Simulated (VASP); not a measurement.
Wanted: the native input for a VASP 6.6.1 run.

- Task: single point
- Functional: PBE
- Potentials or basis: VASP PAW PBE potentials, release 64 (Ti_sv, O)
- Cutoff: 520 eV
- k mesh: 6 × 6 × 10
- Occupations: gaussian, width 0.02 eV
- Spin: no spin polarisation
- Dipole correction: no
- Further INCAR settings: ALGO = Normal; EDIFF = 1e-07; NBANDS = 33

The structure of TiO2 lies in POSCAR:

```
TiO2
1.0
    4.6433175291      0.0000000000      0.0000000000
    0.0000000000      4.6433175291      0.0000000000
    0.0000000000      0.0000000000      2.9638680326
Ti O
2 4
Direct
    0.5000000000      0.5000000000      0.0000000000
    0.0000000000      0.0000000000      0.5000000000
    0.6948714507      0.6948714507      0.5000000000
    0.8051285493      0.1948714507      0.0000000000
    0.1948714507      0.8051285493      0.0000000000
    0.3051285493      0.3051285493      0.5000000000
```

One way to write it, as run:

INCAR

```
SYSTEM = TiO2
PREC = Accurate ; ENCUT = 520
EDIFF = 1E-7 ; ISMEAR = 0
SIGMA = 0.02 ; LREAL = .False.
LASPH = .True. ; NELM = 100
ALGO = Normal ; ISIF = 2
LWAVE = .False. ; LCHARG = .False.
GGA = PE ; NBANDS = 33
```

KPOINTS

```
regular mesh
0
Gamma
  6 6 10
  0 0 0
```

Potentials or basis: VASP PAW PBE potentials, release 64 (Ti_sv, O).

Command:

```console
$ cat potpaw_PBE.64/Ti_sv/POTCAR potpaw_PBE.64/O/POTCAR > POTCAR
$ mpirun -np 1 vasp_std > vasp.out
```

Results of the run:

```json
{
 "Pressure": "0.7 GPa",
 "Largest force": "0.029 eV/Å",
 "Band gap on the k mesh": "1.84 eV, direct"
}
```

Wall time 3 min on 1 thread of Intel(R) Xeon(R) Platinum 8259CL CPU @ 2.50GHz (Skylake/Cascade Lake) (shared host), peak memory 0.23 GiB.
